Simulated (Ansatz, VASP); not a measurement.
# One calculation of ScPt, two programs

File INCAR:

```
PREC = Accurate
ENCUT = 520
EDIFF = 1E-6
ISMEAR = -1
SIGMA = 0.05
LREAL = F
LASPH = T
NELM = 80
ALGO = Normal
ISIF = 2
LWAVE = F
LCHARG = F
NBANDS = 18
```

Contents of KPOINTS:

```
regular mesh
0
Gamma
  10 10 10
```

The input POSCAR:

```
ScPt
1.0
    3.2700000000     -0.0163500000     -0.0163500000
   -0.0163500000      3.2700000000     -0.0163500000
   -0.0163500000     -0.0163500000      3.2700000000
Sc Pt
1 1
Direct
    0.5000000000      0.5000000000      0.5000000000
    0.0000000000      0.0000000000      0.0000000000
```

Input for Ansatz:

```yaml
crystal:
  lattice:
    - [3.27, -0.01635, -0.01635]
    - [-0.01635, 3.27, -0.01635]
    - [-0.01635, -0.01635, 3.27]
  atoms:
    - { symbol: Sc, position: [0.5, 0.5, 0.5] }
    - { symbol: Pt, position: [0.0, 0.0, 0.0] }
kpoints:
  mp_grid: { grid: [10, 10, 10] }
  band_path:
    path:
      - [0.0, 0.0, 0.0]
      - [0.5, 0.0, 0.0]
      - [0.5, -0.5, 0.5]
      - [0.4901240068, -0.5098759932, 0.4901240068]
      - [0.4901240068, 0.4901240068, 0.4901240068]
      - [0.0, 0.0, 0.0]
      - [0.5, -0.5, 0.0]
    npoints: 5
scf:
  occupations: { method: fermi_dirac, width: 0.05 }
hamiltonian:
  xc: lda
  pseudopotentials: { kind: all_electron, lapw: { basis_error: 0.00025 } }
output:
  forces: true
  stress: true
  eigenvalues: true
```

Change from the starting cell: equal xy, yz and zx shear strains of -1 %.

Alike in both runs: task single point; functional LDA; k mesh 10 × 10 × 10; occupations fermi-dirac, width 0.05 eV; no spin polarisation.

```csv
,VASP,Ansatz
version,VASP 6.6.1,Ansatz 0.2.0
potentials or method,"VASP PAW LDA potentials, release 64 (Sc_sv, Pt), cutoff 520 eV","all-electron LAPW, scalar-relativistic"
```

|  | VASP | Ansatz | Ansatz less VASP |
| --- | --- | --- | --- |
| pressure (GPa) | -4.8 | -5.4 | -0.59 |
| traceless stress, the component that is largest in VASP (GPa) | 0.51 | 0.49 | -0.017 |

LDA's correlation is that of Perdew and Zunger in VASP and of Perdew and Wang (1992) in Ansatz. Ansatz ran all-electron here, and VASP with PAW potentials.

Spin-orbit coupling is off throughout.
